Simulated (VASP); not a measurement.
# BN (R3m) in VASP: a series of runs

The runs below take BN through single point, relaxation of cell and atoms, with PBE.

All numbers are computed with VASP 6.6.1; they aren't measurements. Logs are shortened: lines on timing, memory, paths and dates and some standing lists are left out, and cuts for length are marked.

### 1 The cell of the first run

The structure is trigonal, space group R3m (No. 160). Conventional cell: a = 2.452 Å, b = 2.452 Å, c = 9.765 Å, α = 90.00°, β = 90.00°, γ = 120.00°. Within 1.9 Å of B (site symmetry 3m) lie 3 N at 1.42 Å. Within 1.9 Å of N (site symmetry 3m) lie 3 B at 1.42 Å.

### 2 Single point, PBE (strained and its atoms moved)

The input, INCAR:

```
SYSTEM = BN
PREC = Accurate
ENCUT = 520
EDIFF = 1E-7
ISMEAR = 0
SIGMA = 0.02
LREAL = .False.
LASPH = .True.
NELM = 80
ALGO = Normal
ISIF = 2
LWAVE = .False.
LCHARG = .False.
GGA = PE
NBANDS = 11
```

The input, KPOINTS:

```
Automatic mesh
0
Gamma
  12 12 12
  0 0 0
```

The input, POSCAR:

```
BN
1.0
    1.2261118588      0.7078960117      3.2549154285
   -1.2261118588      0.7078960117      3.2549154285
    0.0000000000     -1.4157920235      3.2549154285
B N
1 1
Direct
    1.0026359775      1.0026359775      1.0026359775
    0.3297970225      0.3297970225      0.3297970225
```

Potentials or basis: VASP PAW PBE potentials, release 64 (B, N).

Started as:

```
$ cat potpaw_PBE.64/B/POTCAR potpaw_PBE.64/N/POTCAR > POTCAR
$ mpirun -np 1 vasp_std > vasp.out
```

OUTCAR:

```text
SYSTEM = BN
   PREC = Accurate
   ENCUT = 520
   EDIFF = 1E-7
   ISMEAR = 0
   LREAL = .False.
   LASPH = .True.
   NELM = 80
   ISIF = 2
   GGA = PE

 ion  position               nearest neighbor table
   1  0.003  0.003  0.003-   2 1.42   2 1.42   2 1.42
   2  0.330  0.330  0.330-   1 1.42   1 1.42   1 1.42

  LATTYP: Found a trigonal (rhomboedric) cell.
 ALAT       =     3.5494987675
 COS(alpha) =     0.7613529216

  Lattice vectors:

 A1 = (   1.2261118588,   0.7078960117,   3.2549154285)
 A2 = (  -1.2261118588,   0.7078960117,   3.2549154285)
 A3 = (   0.0000000000,  -1.4157920235,   3.2549154285)

Analysis of symmetry for initial positions (statically):
=====================================================================
 Subroutine PRICEL returns:
 Original cell was already a primitive cell.

 Routine SETGRP: Setting up the symmetry group for a
 trigonal (rhombohedral) supercell.

 Subroutine GETGRP returns: Found  6 space group operations
 (whereof  6 operations were pure point group operations)
 out of a pool of 12 trial point group operations.

The static configuration has the point symmetry C_3v.

Analysis of symmetry for dynamics (positions and initial velocities):
=====================================================================
 Subroutine PRICEL returns:
 Original cell was already a primitive cell.

 Routine SETGRP: Setting up the symmetry group for a
 trigonal (rhombohedral) supercell.

 Subroutine GETGRP returns: Found  6 space group operations
 (whereof  6 operations were pure point group operations)
 out of a pool of 12 trial point group operations.

The dynamic configuration has the point symmetry C_3v.

 Subroutine INISYM returns: Found  6 space group operations
 (whereof  6 operations are pure point group operations),
 and found     1 'primitive' translations

----------------------------------------------------------------------------------------

                                     Primitive cell

  volume of cell :      16.9508

  direct lattice vectors                    reciprocal lattice vectors
     1.226111859  0.707896012  3.254915428     0.407793136  0.235439477  0.102409215
    -1.226111859  0.707896012  3.254915428    -0.407793136  0.235439477  0.102409215
     0.000000000 -1.415792024  3.254915428     0.000000000 -0.470878954  0.102409215

  length of vectors
     3.549498767  3.549498767  3.549498768     0.481886539  0.481886539  0.481886539

  position of ions in fractional coordinates (direct lattice)
     0.002635977  0.002635977  0.002635977
     0.329797023  0.329797023  0.329797023

  ion indices of the primitive-cell ions
   primitive index   ion index
                 1           1
                 2           2

----------------------------------------------------------------------------------------

 KPOINTS: Automatic mesh

Automatic generation of k-mesh.
 Grid dimensions read from file:
 generate k-points for:   12   12   12

 Generating k-lattice:

  Cartesian coordinates                     Fractional coordinates (reciprocal lattice)
     0.033982761  0.019619956  0.008534101     0.083333333  0.000000000  0.000000000
    -0.033982761  0.019619956  0.008534101     0.000000000  0.083333333  0.000000000
     0.000000000 -0.039239913  0.008534101     0.000000000  0.000000000  0.083333333

  Length of vectors
     0.040157212  0.040157212  0.040157212

  Shift w.r.t. Gamma in fractional coordinates (k-lattice)
     0.000000000  0.000000000  0.000000000

 Subroutine IBZKPT returns following result:
 ===========================================

 Found    189 irreducible k-points:

 Following reciprocal coordinates:
            Coordinates               Weight
  0.000000  0.000000  0.000000      1.000000
  0.083333 -0.000000 -0.000000      6.000000
  0.166667 -0.000000 -0.000000      6.000000
  0.250000 -0.000000  0.000000      6.000000
  0.333333  0.000000  0.000000      6.000000
  0.416667  0.000000  0.000000      6.000000
[... 16 lines left out ...]
  0.500000  0.166667  0.000000     12.000000
 -0.416667  0.166667 -0.000000     12.000000
 [... further k-points ...]
   k-points           NKPTS =    189   k-points in BZ     NKDIM =    189   number of bands    NBANDS=     11
   number of dos      NEDOS =    301   number of ions     NIONS =      2
   total plane-waves  NPLWV =  21952
   dimension x,y,z NGX =    28 NGY =   28 NGZ =   28
   dimension x,y,z NGXF=    56 NGYF=   56 NGZF=   56
   ions per type =               1   1
   NGX,Y,Z   is equivalent  to a cutoff of  13.11, 13.11, 13.11 a.u.
   NGXF,Y,Z  is equivalent  to a cutoff of  26.23, 26.23, 26.23 a.u.
 SYSTEM =  BN
   PREC   = accura    normal or accurate (medium, high low for compatibility)
   ISTART =      0    job   : 0-new  1-cont  2-samecut
   ICHARG =      2    charge: 1-file 2-atom 10-const
   ISPIN  =      1    spin polarized calculation?
   LNONCOLLINEAR =      F non collinear calculations
   LSORBIT =      F    spin-orbit coupling
   LASPH  =      T    aspherical Exc in radial PAW
   ENCUT  =  520.0 eV  38.22 Ry    6.18 a.u.   6.60  6.60  6.60*2*pi/ulx,y,z
   NELM   =     80;   NELMIN=  2; NELMDL= -5     # of ELM steps
   EDIFF  = 0.1E-06   stopping-criterion for ELM
   LREAL  =      F    real-space projection
   EDIFFG = 0.1E-05   stopping-criterion for IOM
   NSW    =      0    number of steps for IOM
   IBRION =     -1    ionic relax: 0-MD 1-quasi-New 2-CG
   NFREE  =      0    steps in history (QN), initial steepest desc. (CG)
   ISIF   =      2    stress and relaxation
   ISYM   =      2    0-nonsym 1-usesym 2-fastsym
   POTIM  = 0.5000    time-step for ionic-motion
   TEBEG  =    0.0;   TEEND  =   0.0 temperature during run
   PSTRESS=    0.0 pullay stress
   NELECT =       8.0000    total number of electrons
   NUPDOWN=      -1.0000    fix difference up-down
   EMIN   =  10.00;   EMAX   =-10.00  energy-range for DOS
   EFERMI =   0.00;   METHOD = LEGACY
   ISMEAR =     0;   SIGMA  =   0.02  broadening in eV -4-tet -1-fermi 0-gaus
   EFERMI_NEDOS =   21; number of points for ismear=-14 and -15
   IALGO  =     38    algorithm
   IMIX   =      4    mixing-type and parameters
     AMIX     =   0.40;   BMIX     =  1.00
     AMIX_MAG =   1.60;   BMIX_MAG =  1.00
  volume/ion in A,a.u.               =       8.48        57.19
  Fermi-wavevector in a.u.,A,eV,Ry     =   1.274602  2.408649 22.104170  1.624611
  Thomas-Fermi vector in A             =   2.407361
   LORBIT       =      0    0 simple, 1 ext, 2 COOP (PROOUT), +10 PAW based schemes
   GGA     = PE    functional components
   LHFCALC =     F    Hartree Fock is set to
   AEXX    =    0.0000 exact exchange contribution
   IVDW    =     0    specifies the selected vdW correction
   LEPSILON=     F    determine dielectric tensor
   LRPA    =     F    only Hartree local field effects (RPA)
 non-spin polarized calculation
 Gauss-broadening in eV      SIGMA  =   0.02
  energy-cutoff  :      520.00
  volume of cell :       16.95
 maximum number of plane-waves:       469
   NGX = 13   NGY = 13   NGZ = 13

 number of electron       7.9999999 magnetization

 Free energy of the ion-electron system (eV)
  ---------------------------------------------------
  ext. energy  EPLUGINS =         0.00000000
  ---------------------------------------------------
  free energy    TOTEN  =       -17.47727046 eV

  energy without entropy =      -17.47727046  energy(sigma->0) =      -17.47727046

 E-fermi :   2.8127     XC(G=0): -10.3459

 val. band max:        2.6680170954   @ k =  -0.3333   0.3333   0.0000
 cond. band min:       7.0770928944   @ k =   0.5000   0.5000   0.0000
 fundamental gap:      4.4090757990
 Fermi energy:         2.8126604991

 k-point     1 :       0.0000    0.0000    0.0000
  band No.  band energies     occupation
      1     -15.4819      2.00000
      2      -1.6127      2.00000
      3       1.5139      2.00000
      4       1.5139      2.00000
      5       7.9978      0.00000
      6      14.8825      0.00000
      7      14.8825      0.00000
      8      16.6313      0.00000
      9      18.6939      0.00000
     10      29.7092      0.00000
     11      32.2119      0.00000

 k-point     2 :       0.0833   -0.0000   -0.0000
  band No.  band energies     occupation
      1     -15.3370      2.00000
      2      -1.4606      2.00000
      3       0.9299      2.00000
      4       1.2400      2.00000
      5       8.2813      0.00000
      6      14.8036      0.00000
      7      15.5090      0.00000
      8      16.1564      0.00000
      9      19.1156      0.00000
     10      29.7302      0.00000
     11      30.2125      0.00000

 k-point     3 :       0.1667   -0.0000   -0.0000
  band No.  band energies     occupation
      1     -14.9096      2.00000
      2      -1.0309      2.00000
      3      -0.5185      2.00000
      4       0.5750      2.00000
      5       9.0257      0.00000
      6      14.4899      0.00000
      7      15.0238      0.00000
      8      17.2080      0.00000
      9      20.1417      0.00000
     10      26.8710      0.00000
     11      28.9030      0.00000

 k-point     4 :       0.2500   -0.0000    0.0000
  band No.  band energies     occupation
      1     -14.2272      2.00000
      2      -2.4310      2.00000
      3      -0.2575      2.00000
      4      -0.1933      2.00000
      5       9.9900      0.00000
      6      13.0219      0.00000
      7      14.7302      0.00000
      8      19.6039      0.00000
      9      21.1022      0.00000
     10      24.7681      0.00000
     11      27.2421      0.00000
[... 239 lines left out ...]
 k-point    22 :       0.4167    0.1667   -0.0000
  band No.  band energies     occupation
      1     -12.9622      2.00000
      2      -4.3143      2.00000
      3      -2.1012      2.00000
      4       0.7199      2.00000
      5       9.8207      0.00000
      6      13.8445      0.00000
      7      16.3268      0.00000
      8      19.1455      0.00000
      9      20.3835      0.00000
     10      24.3480      0.00000
     11      27.3012      0.00000

 k-point    23 :       0.5000    0.1667    0.0000
  band No.  band energies     occupation
      1     -12.1573      2.00000
      2      -5.6127      2.00000
      3      -2.6289      2.00000
      4       1.7265      2.00000
      5       8.6103      0.00000
      6      14.8834      0.00000
      7      16.4781      0.00000
      8      18.5005      0.00000
      9      20.6897      0.00000
     10      24.3051      0.00000
     11      27.4228      0.00000

 k-point    24 :      -0.4167    0.1667   -0.0000
  band No.  band energies     occupation
      1     -11.7986      2.00000
      2      -6.1591      2.00000
      3      -2.8054      2.00000
      4       2.3882      2.00000
      5       7.9624      0.00000
      6      14.9159      0.00000
      7      16.6518      0.00000
      8      17.6122      0.00000
      9      21.2076      0.00000
     10      25.1076      0.00000
     11      27.0548      0.00000

 [... further k-points ...]
[... 5 lines left out ...]
  --------------------------------------------------------------------------------------
  -------------------------------------------------------------------------------------
  Total        3.0714861      3.0714861      0.2961224      0.0000000     -0.0000000      0.0000000
  in kB      290.3144290    290.3144290     27.9892554      0.0000000     -0.0000000      0.0000000
  external PRESSURE =     202.8727044 kB  Pullay stress =       0.0000000 kB

 VOLUME and BASIS-vectors are now :
 -----------------------------------------------------------------------------
  energy-cutoff  :      520.00
  volume of cell :       16.95
      direct lattice vectors                 reciprocal lattice vectors
     1.226111859  0.707896012  3.254915428     0.407793136  0.235439477  0.102409215
    -1.226111859  0.707896012  3.254915428    -0.407793136  0.235439477  0.102409215
     0.000000000 -1.415792024  3.254915428     0.000000000 -0.470878954  0.102409215

 POSITION                                       TOTAL-FORCE (eV/Angst)
 -----------------------------------------------------------------------------------
      0.00000     -0.00000      0.02574         0.000000      0.000000     -0.688514
      0.00000     -0.00000      3.22038         0.000000     -0.000000      0.688514
 -----------------------------------------------------------------------------------
    total drift:                                0.000000     -0.000000      0.000001

  FREE ENERGIE OF THE ION-ELECTRON SYSTEM (eV)
  ---------------------------------------------------
  free  energy   TOTEN  =       -17.4772704618 eV

  energy  without entropy=      -17.4772704618  energy(sigma->0) =      -17.47727046
```

It took 2.4 min on 1 thread of AMD EPYC, shared host; peak memory 0.14 GiB.

Results:

```
Free energy            : -17.4773 eV
Pressure               : 20.3 GPa
Largest force          : 0.689 eV/Å
Band gap on the k mesh : 4.41 eV (least direct gap 4.87 eV)
```

Forces on the atoms (eV/Å):
```
B    0.000  0.000 -0.689
N    0.000  0.000  0.689
```

Stress tensor (GPa, compression positive):
```
29.03  0.00  0.00
 0.00 29.03  0.00
 0.00  0.00  2.80
```

Caveat: the cell differs from its parent crystal (strained and its atoms moved); the stress differs along the axes, from 3 to 29 GPa. A k mesh can miss the band edges.

### 3 Single point, PBE (strained and its atoms moved)

The input, INCAR:

```
PREC = Accurate
ENCUT = 520
EDIFF = 1E-6
ISMEAR = 0
SIGMA = 0.02
LREAL = F
LASPH = T
NELM = 100
ALGO = Normal
ISIF = 2
LWAVE = F
LCHARG = F
GGA = PE
NBANDS = 11
```

The input, KPOINTS:

```
regular mesh
0
Gamma
  12 12 12
```

The input, POSCAR:

```
BN
1.0
    1.2837385281      0.7411667847      3.2584907390
   -1.2837385281      0.7411667847      3.2584907390
    0.0000000000     -1.4823335696      3.2584907390
B N
1 1
Direct
    1.0243776791      1.0243776791      1.0243776791
    0.3080553209      0.3080553209      0.3080553209
```

Potentials or basis: VASP PAW PBE potentials, release 64 (B, N).

Started as:

```
$ cat potpaw_PBE.64/B/POTCAR potpaw_PBE.64/N/POTCAR > POTCAR
$ mpirun -np 1 vasp_std > vasp.out
```

OUTCAR:

```text
PREC = Accurate
   ENCUT = 520
   EDIFF = 1E-6
   ISMEAR = 0
   LREAL = F
   LASPH = T
   NELM = 100
   ISIF = 2
   GGA = PE

 ion  position               nearest neighbor table
   1  0.024  0.024  0.024-   2 1.56   2 1.56   2 1.56
   2  0.308  0.308  0.308-   1 1.56   1 1.56   1 1.56

  LATTYP: Found a trigonal (rhomboedric) cell.
 ALAT       =     3.5798148985
 COS(alpha) =     0.7428053061

  Lattice vectors:

 A1 = (   1.2837385281,   0.7411667847,   3.2584907390)
 A2 = (  -1.2837385281,   0.7411667847,   3.2584907390)
 A3 = (   0.0000000000,  -1.4823335696,   3.2584907390)

Analysis of symmetry for initial positions (statically):
=====================================================================
 Subroutine PRICEL returns:
 Original cell was already a primitive cell.

 Routine SETGRP: Setting up the symmetry group for a
 trigonal (rhombohedral) supercell.

 Subroutine GETGRP returns: Found  6 space group operations
 (whereof  6 operations were pure point group operations)
 out of a pool of 12 trial point group operations.

The static configuration has the point symmetry C_3v.

Analysis of symmetry for dynamics (positions and initial velocities):
=====================================================================
 Subroutine PRICEL returns:
 Original cell was already a primitive cell.

 Routine SETGRP: Setting up the symmetry group for a
 trigonal (rhombohedral) supercell.

 Subroutine GETGRP returns: Found  6 space group operations
 (whereof  6 operations were pure point group operations)
 out of a pool of 12 trial point group operations.

The dynamic configuration has the point symmetry C_3v.

 Subroutine INISYM returns: Found  6 space group operations
 (whereof  6 operations are pure point group operations),
 and found     1 'primitive' translations

----------------------------------------------------------------------------------------
[... 114 lines left out ...]
  volume/ion in A,a.u.               =       9.30        62.77
  Fermi-wavevector in a.u.,A,eV,Ry     =   1.235714  2.335161 20.775958  1.526990
  Thomas-Fermi vector in A             =   2.370352
   LORBIT       =      0    0 simple, 1 ext, 2 COOP (PROOUT), +10 PAW based schemes
   GGA     = PE    functional components
   LHFCALC =     F    Hartree Fock is set to
   AEXX    =    0.0000 exact exchange contribution
   IVDW    =     0    specifies the selected vdW correction
   LEPSILON=     F    determine dielectric tensor
   LRPA    =     F    only Hartree local field effects (RPA)
 non-spin polarized calculation
 Gauss-broadening in eV      SIGMA  =   0.02
  energy-cutoff  :      520.00
  volume of cell :       18.60
 maximum number of plane-waves:       516
   NGX = 13   NGY = 13   NGZ = 13

 number of electron       8.0000000 magnetization

 Free energy of the ion-electron system (eV)
  ---------------------------------------------------
  ext. energy  EPLUGINS =         0.00000000
  ---------------------------------------------------
  free energy    TOTEN  =       -16.06970763 eV

  energy without entropy =      -16.06970763  energy(sigma->0) =      -16.06970763

 E-fermi :   2.3773     XC(G=0): -10.2993

 val. band max:        2.1999275930   @ k =   0.0000   0.0000   0.0000
 cond. band min:       4.4877962324   @ k =   0.0000   0.0000   0.0000
 fundamental gap:      2.2878686394
 Fermi energy:         2.3773218052

 k-point     1 :       0.0000    0.0000    0.0000
  band No.  band energies     occupation
      1     -14.7462      2.00000
      2      -0.7858      2.00000
      3       2.1999      2.00000
      4       2.1999      2.00000
      5       4.4878      0.00000
      6      12.8720      0.00000
      7      12.8720      0.00000
      8      13.8833      0.00000
      9      18.1409      0.00000
     10      26.7808      0.00000
     11      28.6807      0.00000
[... 309 lines left out ...]
 k-point    24 :      -0.4167    0.1667    0.0000
  band No.  band energies     occupation
      1     -11.2814      2.00000
      2      -5.3943      2.00000
      3      -1.8713      2.00000
      4       1.7475      2.00000
      5       5.8272      0.00000
      6      12.5955      0.00000
      7      14.1589      0.00000
      8      15.9297      0.00000
      9      19.6212      0.00000
     10      21.2423      0.00000
     11      24.1021      0.00000

 [... further k-points ...]
[... 5 lines left out ...]
  --------------------------------------------------------------------------------------
  -------------------------------------------------------------------------------------
  Total       -2.1311984     -2.1311984     -4.0649641      0.0000000      0.0000000      0.0000000
  in kB     -183.5583732   -183.5583732   -350.1120278      0.0000000      0.0000000      0.0000000
  external PRESSURE =    -239.0762581 kB  Pullay stress =       0.0000000 kB

 VOLUME and BASIS-vectors are now :
 -----------------------------------------------------------------------------
  energy-cutoff  :      520.00
  volume of cell :       18.60
      direct lattice vectors                 reciprocal lattice vectors
     1.283738528  0.741166785  3.258490739     0.389487414  0.224870664  0.102296848
    -1.283738528  0.741166785  3.258490739    -0.389487414  0.224870664  0.102296848
     0.000000000 -1.482333570  3.258490739     0.000000000 -0.449741327  0.102296848

 POSITION                                       TOTAL-FORCE (eV/Angst)
 -----------------------------------------------------------------------------------
      0.00000     -0.00000      0.23830         0.000000      0.000000     -5.890219
      0.00000     -0.00000      3.01139         0.000000     -0.000000      5.890219
 -----------------------------------------------------------------------------------
    total drift:                               -0.000000      0.000000     -0.000159

  FREE ENERGIE OF THE ION-ELECTRON SYSTEM (eV)
  ---------------------------------------------------
  free  energy   TOTEN  =       -16.0697076302 eV

  energy  without entropy=      -16.0697076302  energy(sigma->0) =      -16.06970763
```

Run time: 2.1 min. Hardware: 1 thread of AMD EPYC, shared host; peak memory 0.14 GiB.

What came out:

```
Free energy            : -16.0697 eV
Pressure               : -23.9 GPa
Largest force          : 5.890 eV/Å
Band gap on the k mesh : 2.29 eV
```

Forces in eV/Å, atoms in the order of the input:
```
B    0.000  0.000 -5.890
N    0.000  0.000  5.890
```

Stress tensor (GPa, compression positive):
```
-18.36   0.00   0.00
  0.00 -18.36   0.00
  0.00   0.00 -35.01
```

Caveat: the cell differs from its parent crystal (strained and its atoms moved); the stress differs along the axes, from -35 to -18 GPa; forces of over 1 eV/Å act on the atoms, so gaps and moduli don't describe the material at rest. A k mesh can miss the band edges.

(Part 1 of 2 ends here.)
